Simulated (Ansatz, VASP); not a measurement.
Two plane-wave programs on ZnO

Contents of INCAR:

```
ALGO = Normal
EDIFF = 1E-7
EDIFFG = -0.01
ENCUT = 600
GGA = PE
GGA_COMPAT = F
IBRION = 2
ISIF = 3
ISMEAR = 0
LASPH = T
LCHARG = F
LREAL = F
LWAVE = F
NELM = 120
NELMIN = 4
NSW = 80
PREC = Accurate
SIGMA = 0.05
```

File KPOINTS:

```
k-points
0
Gamma
  12 12 8
```

POSCAR

```
ZnO
1.0
    3.2601941478      0.0000000000      0.0000000000
   -1.6300970739      2.8234109532      0.0000000000
    0.0000000000      0.0000000000      5.2210884991
Zn O
2 2
Direct
    0.3333333333      0.6666666667      0.0000000000
    0.6666666667      0.3333333333      0.5000000000
    0.3333333333      0.6666666667      0.3821000000
    0.6666666667      0.3333333333      0.8821000000
```

Input for Ansatz:

```yaml
crystal:
  lattice:
    - [3.2601941478, 0.0, 0.0]
    - [-1.6300970739, 2.8234109532, 0.0]
    - [0.0, 0.0, 5.2210884991]
  atoms:
    - { symbol: Zn, position: [0.3333333333, 0.6666666667, 0.0] }
    - { symbol: Zn, position: [0.6666666667, 0.3333333333, 0.5] }
    - { symbol: O, position: [0.3333333333, 0.6666666667, 0.3821] }
    - { symbol: O, position: [0.6666666667, 0.3333333333, 0.8821] }
basis:
  ecutwfc: 420
  ecutrho_ratio: 4
kpoints:
  mp_grid: { grid: [12, 12, 8] }
hamiltonian:
  xc: pbe
scf:
  occupations: { method: gaussian, width: 0.05 }
output:
  forces: true
  stress: true
  eigenvalues: true
relax:
  f_tol: 0.01
  max_steps: 60
  cell: { stress_tol: 0.04 }
```

Alike in both runs: task relaxation of cell and atoms; functional PBE; k mesh 12 × 12 × 8; occupations gaussian, width 0.05 eV; no spin polarisation.

```csv
,VASP,Ansatz
version,VASP 6.6.1,Ansatz 0.2.0
potentials or method,"VASP PAW PBE potentials, release 64 (Zn, O), cutoff 600 eV","scalar-relativistic, plane waves, PAW"
valence electrons in the cell,36,36
```

|  | VASP | Ansatz | Ansatz less VASP |
| --- | --- | --- | --- |
| gap on the k mesh at the Fermi level, each at its own relaxed structure (eV) | 0.72 | 0.74 | +0.024 |
| relaxed volume (Å³/atom) | 12.40 | 12.33 | -0.071 |
| relaxed cell length with the largest relative difference (Å) | 3.286 | 3.279 | -0.0064 |
